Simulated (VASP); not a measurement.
# LiCl (R-3m) in VASP: notebook

The runs below take LiCl through single point, with PBE.

All numbers are computed with VASP 6.6.1; they aren't measurements. Logs are shortened: lines on timing, memory, paths and dates and some standing lists are left out, and cuts for length are marked.

## (1) The cell of the first run

Symmetry: R-3m, No. 166, trigonal system. The conventional cell has a = 3.235 Å, b = 3.235 Å, c = 11.172 Å, α = 90.00°, β = 90.00°, γ = 120.00°. Li (site symmetry -3m) has 6 Cl at 2.64 Å and 6 Li at 3.23 Å within 3.5 Å. Within 3.5 Å of Cl (site symmetry -3m) lie 6 Li at 2.64 Å and 6 Cl at 3.23 Å.

## (2) Single point, PBE

INCAR

```
PREC = Accurate
ENCUT = 520
EDIFF = 1E-6
ISMEAR = 0
SIGMA = 0.05
LREAL = F
LASPH = T
NELM = 80
ALGO = Normal
ISIF = 2
LWAVE = F
LCHARG = F
GGA = PE
NBANDS = 12
```

KPOINTS

```
Automatic mesh
0
Gamma
  8 8 8
```

POSCAR

```
LiCl
1.0
    0.6251721533      2.9123873484      2.9123873484
    2.9123873484      0.6251721533      2.9123873484
    2.9123873484      2.9123873484      0.6251721533
Li Cl
1 1
Direct
    0.0000000000      0.0000000000      0.0000000000
    0.5000000000      0.5000000000      0.5000000000
```

Potentials or basis: VASP PAW PBE potentials, release 64 (Li_sv, Cl).

Run with:

```sh
cat potpaw_PBE.64/Li_sv/POTCAR potpaw_PBE.64/Cl/POTCAR > POTCAR
mpirun -np 1 vasp_std > vasp.out
```

OUTCAR:

```text
PREC = Accurate
   ENCUT = 520
   EDIFF = 1E-6
   ISMEAR = 0
   LREAL = F
   LASPH = T
   NELM = 80
   ISIF = 2
   GGA = PE

 ion  position               nearest neighbor table
   1  0.000  0.000  0.000-
   2  0.500  0.500  0.500-

  LATTYP: Found a trigonal (rhomboedric) cell.
 ALAT       =     4.1659141080
 COS(alpha) =     0.6985651702

  Lattice vectors:

 A1 = (   0.6251721533,   2.9123873484,   2.9123873484)
 A2 = (   2.9123873484,   0.6251721533,   2.9123873484)
 A3 = (   2.9123873484,   2.9123873484,   0.6251721533)

Analysis of symmetry for initial positions (statically):
=====================================================================
 Subroutine PRICEL returns:
 Original cell was already a primitive cell.

 Routine SETGRP: Setting up the symmetry group for a
 trigonal (rhombohedral) supercell.

 Subroutine GETGRP returns: Found 12 space group operations
 (whereof 12 operations were pure point group operations)
 out of a pool of 12 trial point group operations.

The static configuration has the point symmetry D_3d.

Analysis of symmetry for dynamics (positions and initial velocities):
=====================================================================
 Subroutine PRICEL returns:
 Original cell was already a primitive cell.

 Routine SETGRP: Setting up the symmetry group for a
 trigonal (rhombohedral) supercell.

 Subroutine GETGRP returns: Found 12 space group operations
 (whereof 12 operations were pure point group operations)
 out of a pool of 12 trial point group operations.

The dynamic configuration has the point symmetry D_3d.

 Subroutine INISYM returns: Found 12 space group operations
 (whereof 12 operations are pure point group operations),
 and found     1 'primitive' translations

----------------------------------------------------------------------------------------

                                     Primitive cell

  volume of cell :      33.7420

  direct lattice vectors                    reciprocal lattice vectors
     0.625172153  2.912387348  2.912387348    -0.239795258  0.197417647  0.197417647
     2.912387348  0.625172153  2.912387348     0.197417647 -0.239795258  0.197417647
     2.912387348  2.912387348  0.625172153     0.197417647  0.197417647 -0.239795258

  length of vectors
     4.165914108  4.165914108  4.165914108     0.368034266  0.368034266  0.368034266

  position of ions in fractional coordinates (direct lattice)
     0.000000000  0.000000000  0.000000000
     0.500000000  0.500000000  0.500000000

  ion indices of the primitive-cell ions
   primitive index   ion index
                 1           1
                 2           2

----------------------------------------------------------------------------------------

 KPOINTS: Automatic mesh

Automatic generation of k-mesh.
 Grid dimensions read from file:
 generate k-points for:    8    8    8

 Generating k-lattice:

  Cartesian coordinates                     Fractional coordinates (reciprocal lattice)
    -0.029974407  0.024677206  0.024677206     0.125000000 -0.000000000 -0.000000000
     0.024677206 -0.029974407  0.024677206    -0.000000000  0.125000000 -0.000000000
     0.024677206  0.024677206 -0.029974407    -0.000000000 -0.000000000  0.125000000

  Length of vectors
     0.046004283  0.046004283  0.046004283

  Shift w.r.t. Gamma in fractional coordinates (k-lattice)
     0.000000000  0.000000000  0.000000000

 Subroutine IBZKPT returns following result:
 ===========================================

 Found     65 irreducible k-points:

 Following reciprocal coordinates:
            Coordinates               Weight
  0.000000  0.000000  0.000000      1.000000
  0.125000  0.000000  0.000000      6.000000
  0.250000  0.000000  0.000000      6.000000
  0.375000  0.000000  0.000000      6.000000
  0.500000  0.000000  0.000000      3.000000
  0.125000  0.125000  0.000000      6.000000
[... 16 lines left out ...]
  0.250000  0.125000  0.125000      6.000000
  0.375000  0.125000  0.125000      6.000000
 [... further k-points ...]
   k-points           NKPTS =     65   k-points in BZ     NKDIM =     65   number of bands    NBANDS=     12
   number of dos      NEDOS =    301   number of ions     NIONS =      2
   total plane-waves  NPLWV =  32768
   dimension x,y,z NGX =    32 NGY =   32 NGZ =   32
   dimension x,y,z NGXF=    64 NGYF=   64 NGZF=   64
   ions per type =               1   1
   NGX,Y,Z   is equivalent  to a cutoff of  12.77, 12.77, 12.77 a.u.
   NGXF,Y,Z  is equivalent  to a cutoff of  25.54, 25.54, 25.54 a.u.
 SYSTEM =  unknown system
   PREC   = accura    normal or accurate (medium, high low for compatibility)
   ISTART =      0    job   : 0-new  1-cont  2-samecut
   ICHARG =      2    charge: 1-file 2-atom 10-const
   ISPIN  =      1    spin polarized calculation?
   LNONCOLLINEAR =      F non collinear calculations
   LSORBIT =      F    spin-orbit coupling
   LASPH  =      T    aspherical Exc in radial PAW
   ENCUT  =  520.0 eV  38.22 Ry    6.18 a.u.   7.75  7.75  7.75*2*pi/ulx,y,z
   NELM   =     80;   NELMIN=  2; NELMDL= -5     # of ELM steps
   EDIFF  = 0.1E-05   stopping-criterion for ELM
   LREAL  =      F    real-space projection
   EDIFFG = 0.1E-04   stopping-criterion for IOM
   NSW    =      0    number of steps for IOM
   IBRION =     -1    ionic relax: 0-MD 1-quasi-New 2-CG
   NFREE  =      0    steps in history (QN), initial steepest desc. (CG)
   ISIF   =      2    stress and relaxation
   ISYM   =      2    0-nonsym 1-usesym 2-fastsym
   POTIM  = 0.5000    time-step for ionic-motion
   TEBEG  =    0.0;   TEEND  =   0.0 temperature during run
   PSTRESS=    0.0 pullay stress
   NELECT =      10.0000    total number of electrons
   NUPDOWN=      -1.0000    fix difference up-down
   EMIN   =  10.00;   EMAX   =-10.00  energy-range for DOS
   EFERMI =   0.00;   METHOD = LEGACY
   ISMEAR =     0;   SIGMA  =   0.05  broadening in eV -4-tet -1-fermi 0-gaus
   EFERMI_NEDOS =   21; number of points for ismear=-14 and -15
   IALGO  =     38    algorithm
   IMIX   =      4    mixing-type and parameters
     AMIX     =   0.40;   BMIX     =  1.00
     AMIX_MAG =   1.60;   BMIX_MAG =  1.00
  volume/ion in A,a.u.               =      16.87       113.85
  Fermi-wavevector in a.u.,A,eV,Ry     =   1.091486  2.062609 16.209183  1.191341
  Thomas-Fermi vector in A             =   2.227732
   LORBIT       =      0    0 simple, 1 ext, 2 COOP (PROOUT), +10 PAW based schemes
   GGA     = PE    functional components
   LHFCALC =     F    Hartree Fock is set to
   AEXX    =    0.0000 exact exchange contribution
   IVDW    =     0    specifies the selected vdW correction
   LEPSILON=     F    determine dielectric tensor
   LRPA    =     F    only Hartree local field effects (RPA)
 non-spin polarized calculation
 Gauss-broadening in eV      SIGMA  =   0.05
  energy-cutoff  :      520.00
  volume of cell :       33.74
 maximum number of plane-waves:       922
   NGX = 15   NGY = 15   NGZ = 15

 number of electron      10.0000000 magnetization

 Free energy of the ion-electron system (eV)
  ---------------------------------------------------
  ext. energy  EPLUGINS =         0.00000000
  ---------------------------------------------------
  free energy    TOTEN  =        -6.84200002 eV

  energy without entropy =       -6.84200002  energy(sigma->0) =       -6.84200002

 E-fermi :   2.2826     XC(G=0):  -8.7352

 val. band max:        1.9680491086   @ k =   0.0000   0.0000   0.0000
 cond. band min:       5.7188442153   @ k =   0.0000   0.0000   0.0000
 fundamental gap:      3.7507951067
 Fermi energy:         2.2825868021

 k-point     1 :       0.0000    0.0000    0.0000
  band No.  band energies     occupation
      1     -43.2979      2.00000
      2     -12.6246      2.00000
      3      -0.7579      2.00000
      4       1.9680      2.00000
      5       1.9680      2.00000
      6       5.7188      0.00000
      7      11.4563      0.00000
      8      14.2107      0.00000
      9      14.7495      0.00000
     10      14.7495      0.00000
     11      16.1860      0.00000
     12      16.1861      0.00000

 k-point     2 :       0.1250    0.0000    0.0000
  band No.  band energies     occupation
      1     -43.2969      2.00000
      2     -12.4994      2.00000
      3      -0.6813      2.00000
      4       1.2121      2.00000
      5       1.8371      2.00000
      6       6.0448      0.00000
      7      11.9409      0.00000
      8      12.7912      0.00000
      9      13.5478      0.00000
     10      14.1572      0.00000
     11      15.4685      0.00000
     12      16.0002      0.00000

 k-point     3 :       0.2500    0.0000    0.0000
  band No.  band energies     occupation
      1     -43.2946      2.00000
      2     -12.1721      2.00000
      3      -0.5616      2.00000
      4      -0.1585      2.00000
      5       1.5445      2.00000
      6       6.4848      0.00000
      7      10.6274      0.00000
      8      11.8636      0.00000
      9      12.6442      0.00000
     10      14.2288      0.00000
     11      16.4428      0.00000
     12      17.1610      0.00000

 k-point     4 :       0.3750    0.0000    0.0000
  band No.  band energies     occupation
      1     -43.2924      2.00000
      2     -11.8002      2.00000
      3      -1.5510      2.00000
      4      -0.1588      2.00000
      5       1.2795      2.00000
      6       6.4231      0.00000
      7       9.6975      0.00000
      8      11.7036      0.00000
      9      11.7930      0.00000
     10      14.5421      0.00000
     11      17.5249      0.00000
     12      19.2472      0.00000

 k-point     5 :       0.5000    0.0000    0.0000
  band No.  band energies     occupation
      1     -43.2915      2.00000
      2     -11.6291      2.00000
      3      -2.0327      2.00000
      4      -0.0421      2.00000
      5       1.1765      2.00000
      6       6.2288      0.00000
      7       9.4117      0.00000
      8      11.3867      0.00000
      9      12.8653      0.00000
     10      13.3520      0.00000
     11      17.2976      0.00000
     12      20.9490      0.00000
[... 228 lines left out ...]
      1     -43.2913      2.00000
      2     -11.5358      2.00000
      3      -2.1262      2.00000
      4      -0.8345      2.00000
      5       0.9258      2.00000
      6       7.7968      0.00000
      7      10.1880      0.00000
      8      10.5850      0.00000
      9      14.7260      0.00000
     10      15.4090      0.00000
     11      16.0784      0.00000
     12      16.8417      0.00000

 k-point    22 :       0.1250    0.1250    0.1250
  band No.  band energies     occupation
      1     -43.2978      2.00000
      2     -12.6026      2.00000
      3      -1.0538      2.00000
      4       1.9615      2.00000
      5       1.9615      2.00000
      6       6.2647      0.00000
      7      11.1723      0.00000
      8      14.3824      0.00000
      9      14.3824      0.00000
     10      14.6240      0.00000
     11      15.7636      0.00000
     12      15.7636      0.00000

 k-point    23 :       0.2500    0.1250    0.1250
  band No.  band energies     occupation
      1     -43.2968      2.00000
      2     -12.4651      2.00000
      3      -1.1183      2.00000
      4       1.1841      2.00000
      5       1.8533      2.00000
      6       6.8353      0.00000
      7      11.4110      0.00000
      8      13.2736      0.00000
      9      13.6185      0.00000
     10      13.8975      0.00000
     11      15.3917      0.00000
     12      16.9823      0.00000

 k-point    24 :       0.3750    0.1250    0.1250
  band No.  band energies     occupation
      1     -43.2946      2.00000
      2     -12.1327      2.00000
      3      -0.9850      2.00000
      4      -0.2440      2.00000
      5       1.5576      2.00000
      6       7.2109      0.00000
      7      10.7583      0.00000
      8      12.4164      0.00000
      9      12.6616      0.00000
     10      14.2171      0.00000
     11      17.0192      0.00000
     12      17.0361      0.00000

 [... further k-points ...]

------------------------ aborting loop because EDIFF is reached ----------------------------------------

  FORCE on cell =-STRESS in cart. coord.  units (eV):
  Direction    XX          YY          ZZ          XY          YZ          ZX
  --------------------------------------------------------------------------------------
  -------------------------------------------------------------------------------------
  Total        0.3968387      0.3968387      0.3968387     -1.7821638     -1.7821638     -1.7821638
  in kB       18.8431904     18.8431904     18.8431904    -84.6229189    -84.6229189    -84.6229189
  external PRESSURE =      18.8431904 kB  Pullay stress =       0.0000000 kB

 VOLUME and BASIS-vectors are now :
 -----------------------------------------------------------------------------
  energy-cutoff  :      520.00
  volume of cell :       33.74
      direct lattice vectors                 reciprocal lattice vectors
     0.625172153  2.912387348  2.912387348    -0.239795258  0.197417647  0.197417647
     2.912387348  0.625172153  2.912387348     0.197417647 -0.239795258  0.197417647
     2.912387348  2.912387348  0.625172153     0.197417647  0.197417647 -0.239795258

 POSITION                                       TOTAL-FORCE (eV/Angst)
 -----------------------------------------------------------------------------------
      0.00000      0.00000      0.00000         0.000000     -0.000000      0.000000
      3.22497      3.22497      3.22497        -0.000000      0.000000     -0.000000
 -----------------------------------------------------------------------------------
    total drift:                                0.000000     -0.000000      0.000000

  FREE ENERGIE OF THE ION-ELECTRON SYSTEM (eV)
  ---------------------------------------------------
  free  energy   TOTEN  =        -6.8420000200 eV

  energy  without entropy=       -6.8420000200  energy(sigma->0) =       -6.84200002
```

It took 20 s on 1 thread of Intel Xeon Platinum 8259CL at 2.50GHz (Skylake/Cascade Lake), shared host; peak memory 0.18 GiB.

What came out:

* Free energy: -6.8420 eV
* Band gap on the k mesh: 3.75 eV, direct

Levels at points of the mesh, in eV from the valence-band top:
```tsv
k point	band 2	band 3	band 4	band 5	band 6	band 7	band 8	band 9
(0.00, 0.00, 0.00)	-14.59	-2.73	0.00	0.00	3.75	9.49	12.24	12.78
(0.50, 0.00, 0.00)	-13.60	-4.00	-2.01	-0.79	4.26	7.44	9.42	10.90
(0.50, 0.50, 0.00)	-13.50	-4.09	-2.80	-1.04	5.83	8.22	8.62	12.76
(0.50, 0.50, 0.50)	-14.44	-4.31	-0.04	-0.04	7.48	8.52	10.97	10.97
```

Caveat: the cutoff is under 1.25 times the usual one of these potentials, so pressure, stress and relaxed cells hold a basis-set (Pulay) error.

## (3) Single point, PBE

This run uses another cell than the first one, of the same volume but with other edges.

INCAR

```
SYSTEM = LiCl
PREC = Accurate
ENCUT = 520
EDIFF = 1E-7
ISMEAR = 0
SIGMA = 0.05
LREAL = .False.
LASPH = .True.
NELM = 60
ALGO = Normal
ISIF = 2
LWAVE = .False.
LCHARG = .True.
GGA = PE
LELF = .True.
LVHAR = .True.
NBANDS = 12
```

KPOINTS

```
regular mesh
0
Gamma
  8 8 8
  0 0 0
```

POSCAR

```
LiCl
1.0
   -0.8108957930      2.2299634308      2.2299634308
    2.2299634308     -0.8108957930      2.2299634308
    2.2299634308      2.2299634308     -0.8108957930
Li Cl
1 1
Direct
    0.0000000000      0.0000000000      0.0000000000
    0.5000000000      0.5000000000      0.5000000000
```

Potentials or basis: VASP PAW PBE potentials, release 64 (Li_sv, Cl).

Run with:

```sh
cat potpaw_PBE.64/Li_sv/POTCAR potpaw_PBE.64/Cl/POTCAR > POTCAR
mpirun -np 1 vasp_std > vasp.out
```

Run time: 11 s. Hardware: 1 thread of Intel Xeon Platinum 8259CL at 2.50GHz (Skylake/Cascade Lake), shared host; peak memory 0.14 GiB.

The run converged. Its results:

- Free energy: -6.8979 eV
- Band gap on the k mesh: 4.79 eV, indirect (least direct gap 5.09 eV)

Levels at points of the mesh, in eV from the valence-band top:
| k point | band 3 | band 4 | band 5 | band 6 | band 7 | band 8 |
| --- | --- | --- | --- | --- | --- | --- |
| (0.00, 0.00, 0.00) | -0.89 | -0.89 | -0.17 | 4.92 | 9.06 | 9.06 |
| (0.50, 0.00, 0.00) | -3.88 | -0.44 | -0.03 | 6.14 | 9.30 | 10.23 |
| (0.50, 0.50, 0.00) | -3.48 | -3.04 | 0.00 | 5.62 | 9.90 | 10.23 |
| (0.50, 0.50, 0.50) | -2.76 | -2.16 | -2.16 | 4.79 | 5.91 | 5.91 |

Caveat: the cutoff is under 1.25 times the usual one of these potentials, so pressure, stress and relaxed cells hold a basis-set (Pulay) error. A k mesh can miss the band edges.

## (4) Single point, PBE

This run uses another cell than the first one, of the same volume but with other edges.

INCAR

```
SYSTEM = LiCl
  PREC = Accurate
  ENCUT = 520
  EDIFF = 1E-6
  ISMEAR = 0
  SIGMA = 0.05
  LREAL = .FALSE.
  LASPH = .TRUE.
  NELM = 60
  ALGO = Normal
  ISIF = 2
  LWAVE = .FALSE.
  LCHARG = .TRUE.
  GGA = PE
  LELF = .TRUE.
  LVHAR = .TRUE.
  NBANDS = 12
```

KPOINTS

```
regular mesh
0
G
  8 8 8
  0 0 0
```

POSCAR

```
LiCl
1.0
   -0.2707532987      2.4367796886      2.4367796886
    2.4367796886     -0.2707532987      2.4367796886
    2.4367796886      2.4367796886     -0.2707532987
Li Cl
1 1
Direct
    0.0000000000      0.0000000000      0.0000000000
    0.5000000000      0.5000000000      0.5000000000
```

Run with:

```sh
cat potpaw_PBE.64/Li_sv/POTCAR potpaw_PBE.64/Cl/POTCAR > POTCAR
mpirun -np 1 vasp_std > vasp.out
```

It took 20 s on 1 thread of Intel Xeon Platinum 8259CL at 2.50GHz (Skylake/Cascade Lake), shared host; peak memory 0.16 GiB.

The run converged. Its results:

```yaml
Free_energy: -7.3042 eV
Band_gap_on_the_k_mesh: 5.55 eV, indirect (least direct gap 5.67 eV)
```

Levels at points of the mesh, in eV from the valence-band top:
```
           k point  band 2  band 3  band 4  band 5  band 6  band 7  band 8  band 9
(0.00, 0.00, 0.00)  -13.93   -0.75   -0.75    0.00    5.67   10.56   10.56   13.56
(0.50, 0.00, 0.00)  -13.41   -3.42   -0.76   -0.36    6.36    8.78   10.36   11.82
(0.50, 0.50, 0.00)  -13.07   -3.41   -2.08   -1.06    6.93    8.28   11.32   13.12
(0.50, 0.50, 0.50)  -13.05   -3.15   -1.23   -1.23    5.55    7.91    7.91   13.65
```

Caveat: the cutoff is under 1.25 times the usual one of these potentials, so pressure, stress and relaxed cells hold a basis-set (Pulay) error. A k mesh can miss the band edges.

## (5) Single point, PBE

This run uses another cell than the first one, of the same volume but with other edges.

INCAR

```
PREC = Accurate ; ENCUT = 520
EDIFF = 1E-6 ; ISMEAR = 0
SIGMA = 0.05 ; LREAL = F
LASPH = T ; NELM = 100
ALGO = Normal ; ISIF = 2
LWAVE = F ; LCHARG = F
GGA = PE ; NBANDS = 12
```

KPOINTS

```
Automatic mesh
0
Gamma
  8 8 8
```

POSCAR

```
LiCl
1.0
    0.3218042087      2.7353357742      2.7353357742
    2.7353357742      0.3218042087      2.7353357742
    2.7353357742      2.7353357742      0.3218042087
Li Cl
1 1
Direct
    0.0000000000      0.0000000000      0.0000000000
    0.5000000000      0.5000000000      0.5000000000
```

Run with:

```sh
cat potpaw_PBE.64/Li_sv/POTCAR potpaw_PBE.64/Cl/POTCAR > POTCAR
mpirun -np 1 vasp_std > vasp.out
```

Wall time 26 s (1 thread of Intel Xeon Platinum 8259CL at 2.50GHz (Skylake/Cascade Lake), shared host); peak memory 0.17 GiB.

It converged, with:

| Quantity | Value |
| --- | --- |
| Free energy | -7.2498 eV |
| Band gap on the k mesh | 5.48 eV, direct |

Levels at points of the mesh, in eV from the valence-band top:
```csv
k point,band 3,band 4,band 5,band 6,band 7,band 8
"(0.00, 0.00, 0.00)",-1.31,0.00,0.00,5.48,10.11,12.48
"(0.50, 0.00, 0.00)",-3.29,-1.15,-0.54,5.72,8.26,9.49
"(0.50, 0.50, 0.00)",-3.39,-2.01,-1.00,6.96,8.29,10.93
"(0.50, 0.50, 0.50)",-3.48,-0.11,-0.11,7.23,10.34,10.34
```

Caveat: the cutoff is under 1.25 times the usual one of these potentials, so pressure, stress and relaxed cells hold a basis-set (Pulay) error. A k mesh can miss the band edges.

## (6) Overview

| cell | gap on the mesh (eV) |
| --- | --- |
| a = 4.166 Å, angles 45.7°, 2 atoms | 3.75 |
| a = 3.256 Å, angles 82.7°, 2 atoms | 4.79 |
| a = 3.457 Å, angles 67.3°, 2 atoms | 5.55 |
| a = 3.882 Å, angles 52.2°, 2 atoms | 5.48 |

Alike in all rows: task single point; level PBE; potentials or basis VASP PAW PBE potentials, release 64 (Li_sv, Cl); no spin polarisation; k mesh 8 × 8 × 8; cutoff (eV) 520; smearing gaussian 0.05 eV.

Caveats: the cutoff is under 1.25 times the usual one of these potentials, so pressure, stress and relaxed cells hold a basis-set (Pulay) error.

Absolute energies hang on the potentials; compare differences alone.
